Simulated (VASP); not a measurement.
## In5As5H2 (buck sheet): single point with PBE

Wire: In5As5H2 (buck sheet), a wire with vacuum.

```
CELL_PARAMETERS angstrom
28.50000 0.00000 0.00000
0.00000 10.00000 0.00000
0.00000 0.00000 4.35975
ATOMIC_POSITIONS crystal
In 0.25339 0.46690 0.50000
In 0.38587 0.46690 0.00000
In 0.51835 0.46690 0.50000
In 0.65083 0.46690 0.00000
In 0.78331 0.46690 0.50000
As 0.20923 0.53310 0.00000
As 0.34171 0.53310 0.50000
As 0.47419 0.53310 0.00000
As 0.60667 0.53310 0.50000
As 0.73915 0.53310 0.00000
H 0.84235 0.51116 0.50000
H 0.15765 0.49444 0.00000
```

```json
{"Program": "VASP 6.6.1", "Task": "single point", "Functional": "PBE", "Potentials or basis": "VASP PAW PBE potentials, release 64 (In_d, As, H)", "Cutoff": "520 eV", "k mesh": "1 × 1 × 13", "Occupations": "gaussian, width 0.05 eV", "Spin": "collinear spin", "Starting moments": "[0.0, 0.0, 0.0, 0.0, -1.0, 1.0, 0.0, 0.0, 0.0, 0.0, 0.0, 0.0] μB"}
```

```
Largest force                                         : 0.762 eV/Å
Band gap on the k mesh                                : 1.11 eV, indirect (least direct gap 1.26 eV)
Net moment                                            : 0.00 μB per cell
Valence electrons inside the program's atomic spheres : In 11.39, 11.40, 11.44; As 2.80, 2.75; H 0.51, 0.55
```

Forces on the atoms (eV/Å):
```
In  -0.294 -0.230  0.000
In  -0.025 -0.035  0.000
In  -0.003 -0.007  0.000
In   0.002  0.040  0.000
In  -0.145  0.469  0.000
As   0.421  0.636  0.000
As  -0.042  0.082  0.000
As  -0.007  0.013  0.000
As  -0.008 -0.014  0.000
As  -0.019 -0.225  0.000
H    0.172 -0.271  0.000
H   -0.050 -0.457  0.000
```

Levels at points of the mesh, in eV from the valence-band top:
Spin up:
```
           k point  band 43  band 44  band 45  band 46  band 47  band 48  band 49  band 50
(0.00, 0.00, 0.00)    -0.56    -0.44    -0.39    -0.15     1.11     1.75     1.84     2.00
```
Spin down:
```tsv
k point	band 43	band 44	band 45	band 46	band 47	band 48	band 49	band 50
(0.00, 0.00, 0.00)	-0.56	-0.44	-0.39	-0.15	1.11	1.75	1.84	2.00
```

Wall time 2.8 min on 1 × NVIDIA H100 80GB with 1 thread of Intel(R) Xeon(R) Platinum 8481C CPU @ 2.70GHz (Sapphire Rapids), on a shared host, peak memory 2.4 GiB.

Caveat: spin-orbit coupling is left out, which moves the levels of the heavy elements.
